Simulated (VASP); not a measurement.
# HfO2 (Fm-3m) in VASP: notebook

The runs below take HfO2 through vibrations by perturbation theory, elastic constants, with LDA.

All numbers are computed with VASP 6.6.1; they aren't measurements. Logs are shortened: lines on timing, memory, paths and dates and some standing lists are left out, and cuts for length are marked.

## Step 1: The cell of the first run

It takes space group Fm-3m (No. 225, cubic). The conventional cell has a = 4.917 Å, b = 4.917 Å, c = 4.917 Å, α = 90.00°, β = 90.00°, γ = 90.00°. Hf (site symmetry m-3m) has 8 O at 2.13 Å within 2.8 Å. O (site symmetry -43m) has 4 Hf at 2.13 Å and 6 O at 2.46 Å within 2.8 Å.

## Step 2: Vibrations by perturbation theory, LDA

The input, INCAR:

```
SYSTEM = HfO2
PREC = Accurate
ENCUT = 520
EDIFF = 1E-8
ISMEAR = 0
SIGMA = 0.01
LREAL = .FALSE.
LASPH = .TRUE.
NELM = 60
ALGO = Normal
ISIF = 2
LWAVE = .FALSE.
LCHARG = .FALSE.
GGA = CA
IBRION = 8
NSW = 1
LEPSILON = .TRUE.
```

The input, KPOINTS:

```
Automatic mesh
0
G
  8 8 8
  0 0 0
```

The input, POSCAR:

```
HfO2
1.0
    0.0000000000      2.4584450988      2.4584450988
    2.4584450988      0.0000000000      2.4584450988
    2.4584450988      2.4584450988      0.0000000000
Hf O
1 2
Direct
    0.0000000000      0.0000000000      0.0000000000
    0.2500000000      0.2500000000      0.2500000000
    0.7500000000      0.7500000000      0.7500000000
```

Potentials or basis: VASP PAW LDA potentials, release 64 (Hf_pv, O).

Command:

```bash
cat potpaw_LDA.64/Hf_pv/POTCAR potpaw_LDA.64/O/POTCAR > POTCAR
mpirun -np 1 vasp_std > vasp.out
```

OUTCAR:

```text
SYSTEM = HfO2
   PREC = Accurate
   ENCUT = 520
   EDIFF = 1E-8
   ISMEAR = 0
   LREAL = .FALSE.
   LASPH = .TRUE.
   NELM = 60
   ISIF = 2
   GGA = CA
   IBRION = 8
   NSW = 1
   LEPSILON = .TRUE.

 ion  position               nearest neighbor table
   1  0.000  0.000  0.000-   3 2.13   3 2.13   3 2.13   2 2.13   2 2.13   2 2.13   3 2.13   2 2.13

   2  0.250  0.250  0.250-   1 2.13   1 2.13   1 2.13   1 2.13
   3  0.750  0.750  0.750-   1 2.13   1 2.13   1 2.13   1 2.13

  LATTYP: Found a face centered cubic cell.
 ALAT       =     4.9168901976

  Lattice vectors:

 A1 = (   0.0000000000,   2.4584450988,   2.4584450988)
 A2 = (   2.4584450988,   0.0000000000,   2.4584450988)
 A3 = (   2.4584450988,   2.4584450988,   0.0000000000)

Analysis of symmetry for initial positions (statically):
=====================================================================
 Subroutine PRICEL returns:
 Original cell was already a primitive cell.

 Routine SETGRP: Setting up the symmetry group for a
 face centered cubic supercell.

 Subroutine GETGRP returns: Found 48 space group operations
 (whereof 48 operations were pure point group operations)
 out of a pool of 48 trial point group operations.

The static configuration has the point symmetry O_h .

Analysis of symmetry for dynamics (positions and initial velocities):
=====================================================================
 Subroutine PRICEL returns:
 Original cell was already a primitive cell.

 Routine SETGRP: Setting up the symmetry group for a
 face centered cubic supercell.

 Subroutine GETGRP returns: Found 48 space group operations
 (whereof 48 operations were pure point group operations)
 out of a pool of 48 trial point group operations.

The dynamic configuration has the point symmetry O_h .

 Subroutine INISYM returns: Found 48 space group operations
 (whereof 48 operations are pure point group operations),
 and found     1 'primitive' translations

----------------------------------------------------------------------------------------

                                     Primitive cell

  volume of cell :      29.7174

  direct lattice vectors                    reciprocal lattice vectors
     0.000000000  2.458445099  2.458445099    -0.203380584  0.203380584  0.203380584
     2.458445099  0.000000000  2.458445099     0.203380584 -0.203380584  0.203380584
     2.458445099  2.458445099  0.000000000     0.203380584  0.203380584 -0.203380584

  length of vectors
     3.476766401  3.476766401  3.476766401     0.352265505  0.352265505  0.352265505

  position of ions in fractional coordinates (direct lattice)
     0.000000000  0.000000000  0.000000000
     0.250000000  0.250000000  0.250000000
     0.750000000  0.750000000  0.750000000

  ion indices of the primitive-cell ions
   primitive index   ion index
                 1           1
                 2           2
                 3           3

----------------------------------------------------------------------------------------

 KPOINTS: Automatic mesh

Automatic generation of k-mesh.
[... 600 lines left out ...]

--------------------------------------- Ionic step        3  -------------------------------------------

------------------------ aborting loop because EDIFF is reached ----------------------------------------

 PIEZOELECTRIC TENSOR FIELD DIRECTION 3  (e Angst)
 -----------------------------------------------------------------------------
     0.00003  0.00000  0.00000           ( -0.00001  0.00000  0.00000)
     0.00000  0.00003 -0.00000           (  0.00000 -0.00001 -0.00000)
     0.00000 -0.00000 -0.00044           (  0.00000 -0.00000  0.00000)

 PIEZOELECTRIC TENSOR FIELD DIRECTION 3  (C/m^2)
 -----------------------------------------------------------------------------
     0.00002  0.00000  0.00000
     0.00000  0.00002 -0.00000
     0.00000 -0.00000 -0.00024

--------------------------------------- Ionic step        4  -------------------------------------------

------------------------ aborting loop because EDIFF is reached ----------------------------------------

[... ionic steps 5 to 6 ...]

--------------------------------------- Ionic step        7  -------------------------------------------

 Free energy of the ion-electron system (eV)
  ---------------------------------------------------
  ---------------------------------------------------
  free energy    TOTEN  =        -0.36123713 eV

  energy without entropy =       -0.36123713

------------------------ aborting loop because EDIFF is reached ----------------------------------------

 INTERNAL STRAIN TENSOR  FOR ION    2  DIRECTION 1   (eV/Angst):
 -----------------------------------------------------------------------------
    -0.00097  0.00000  0.00000
     0.00000  0.00060-11.40896
     0.00000-11.40896  0.00060

 MACROSCOPIC STATIC DIELECTRIC TENSOR (including local field effects in DFT)
 ------------------------------------------------------
           5.324465     0.000000    -0.000000
           0.000000     5.324465    -0.000000
           0.000000     0.000000     5.324465
 ------------------------------------------------------

 PIEZOELECTRIC TENSOR (including local field effects)  for field in x, y, z        (e  Angst)
          XX          YY          ZZ          XY          YZ          ZX
  --------------------------------------------------------------------------------
  x     0.00000     0.00000     0.00000     0.00000     0.00000     0.00000
  y     0.00000     0.00000     0.00000     0.00000     0.00000     0.00000
  z     0.00000     0.00000     0.00000     0.00000     0.00000     0.00000

 PIEZOELECTRIC TENSOR (including local field effects)  for field in x, y, z        (C/m^2)
          XX          YY          ZZ          XY          YZ          ZX
  --------------------------------------------------------------------------------
  x     0.00000     0.00000     0.00000     0.00000     0.00000     0.00000
  y     0.00000     0.00000     0.00000     0.00000     0.00000     0.00000
  z     0.00000     0.00000     0.00000     0.00000     0.00000     0.00000

 BORN EFFECTIVE CHARGES (including local field effects) (in |e|, cummulative output)
 ---------------------------------------------------------------------------------
 ion    1
    1     5.57331     0.00000     0.00000
    2     0.00000     5.57331     0.00000
    3     0.00000     0.00000     5.57331
 ion    2
    1    -2.78665     0.00000     0.00000
    2     0.00000    -2.78665     0.00000
    3     0.00000     0.00000    -2.78665
 ion    3
    1    -2.78665     0.00000     0.00000
    2     0.00000    -2.78665     0.00000
    3     0.00000     0.00000    -2.78665

 INTERNAL STRAIN TENSOR FOR ION    3 for displacements in x,y,z  (eV/Angst):
          X           Y           Z          XY          YZ          ZX
  --------------------------------------------------------------------------------
  x     0.00000     0.00000     0.00000     0.00000    11.40896     0.00000
  y     0.00000     0.00000     0.00000     0.00000     0.00000    11.40896
  z     0.00000     0.00000     0.00000    11.40896     0.00000     0.00000

 SECOND DERIVATIVES (NOT SYMMETRIZED)
 ------------------------------------
               1X          1Y          1Z          2X          2Y          2Z          3X          3Y          3Z
  1X    -9.056186    0.000000    0.000000    4.528093    0.000000    0.000000    4.528093    0.000000    0.000000
  1Y     0.000000   -9.056186    0.000000    0.000000    4.528093    0.000000    0.000000    4.528093    0.000000
  1Z     0.000000    0.000000   -9.056186    0.000000    0.000000    4.528093    0.000000    0.000000    4.528093
  2X     4.541408    0.000000    0.000000  -14.454983    0.000000    0.000000    9.913575    0.000000    0.000000
  2Y     0.000000    4.541408    0.000000    0.000000  -14.454983    0.000000    0.000000    9.913575    0.000000
  2Z     0.000000    0.000000    4.541408    0.000000    0.000000  -14.454983    0.000000    0.000000    9.913575
  3X     4.541408    0.000000    0.000000    9.913575    0.000000    0.000000  -14.454983    0.000000    0.000000
  3Y     0.000000    4.541408    0.000000    0.000000    9.913575    0.000000    0.000000  -14.454983    0.000000
  3Z     0.000000    0.000000    4.541408    0.000000    0.000000    9.913575    0.000000    0.000000  -14.454983

 Eigenvectors and eigenvalues of the dynamical matrix
 ----------------------------------------------------

   1 f  =   19.293262 THz   121.223138 2PiTHz  643.553935 cm-1    79.790483 meV
             X         Y         Z           dx          dy          dz
      0.000000  0.000000  0.000000    -0.000000   -0.000000   -0.000000
      1.229223  1.229223  1.229223     0.707107    0.000000    0.000000
      3.687668  3.687668  3.687668    -0.707107   -0.000000    0.000000
[... 43 lines left out ...]
   9 f/i=    0.004762 THz     0.029919 2PiTHz    0.158836 cm-1     0.019693 meV
             X         Y         Z           dx          dy          dz
      0.000000  0.000000  0.000000    -0.351865   -0.851201   -0.000000
      1.229223  1.229223  1.229223    -0.105194   -0.254477   -0.000000
      3.687668  3.687668  3.687668    -0.105194   -0.254477    0.000000

--------------------------------------------------------------------------------------------------------

 MACROSCOPIC STATIC DIELECTRIC TENSOR IONIC CONTRIBUTION
 ------------------------------------------------------
          20.864539     0.000000    -0.000000
           0.000000    20.864539     0.000000
           0.000000    -0.000000    20.864539
 ------------------------------------------------------

 ELASTIC MODULI CONTR FROM IONIC RELAXATION (kBar)
 Direction    XX          YY          ZZ          XY          YZ          ZX
 --------------------------------------------------------------------------------
 XX           0.0000      0.0000      0.0000      0.0000      0.0000      0.0000
 YY           0.0000      0.0000      0.0000      0.0000      0.0000      0.0000
 ZZ           0.0000      0.0000      0.0000      0.0000      0.0000      0.0000
 XY           0.0000      0.0000      0.0000   -575.9590      0.0000     -0.0000
 YZ           0.0000      0.0000      0.0000      0.0000   -575.9590      0.0000
 ZX           0.0000      0.0000      0.0000     -0.0000      0.0000   -575.9590
 --------------------------------------------------------------------------------

 PIEZOELECTRIC TENSOR IONIC CONTR  for field in x, y, z        (C/m^2)
          XX          YY          ZZ          XY          YZ          ZX
  --------------------------------------------------------------------------------
  x     0.00000     0.00000     0.00000     0.00000     0.00000     0.00000
  y     0.00000     0.00000     0.00000    -0.00000    -0.00000     0.00000
  z     0.00000     0.00000     0.00000     0.00000    -0.00000     0.00000
```

It took 3.2 min on 1 thread of Intel Xeon Platinum 8488C (Sapphire Rapids), shared host; peak memory 0.27 GiB.

What came out:

```yaml
Electronic_dielectric_tensor_diagonal: 5.32
Born_charges_mean_of_the_diagonal: Hf +5.57; O -2.79 e
Highest_phonon_frequency_at_Γ_LO-TO_splitting_left_out: 644 cm⁻¹
```

Phonon frequencies in cm⁻¹ (negative: imaginary):
| q point | frequencies |
| --- | --- |
| (0.000, 0.000, 0.000) | 0 0 0 302 302 302 644 644 644 |

Electronic dielectric tensor:
```
5.32 0.00 0.00
0.00 5.32 0.00
0.00 0.00 5.32
```

Born effective charge tensors (e):
atom 1, Hf
```
5.57 0.00 0.00
0.00 5.57 0.00
0.00 0.00 5.57
```
atom 2, O
```
-2.79  0.00  0.00
 0.00 -2.79  0.00
 0.00  0.00 -2.79
```
atom 3, O
```
-2.79  0.00  0.00
 0.00 -2.79  0.00
 0.00  0.00 -2.79
```

Caveat: the cell wasn't relaxed at this level first, which shifts response properties; spin-orbit coupling is left out, which moves the levels of the heavy elements.

(Continued in part 2 of 2.)
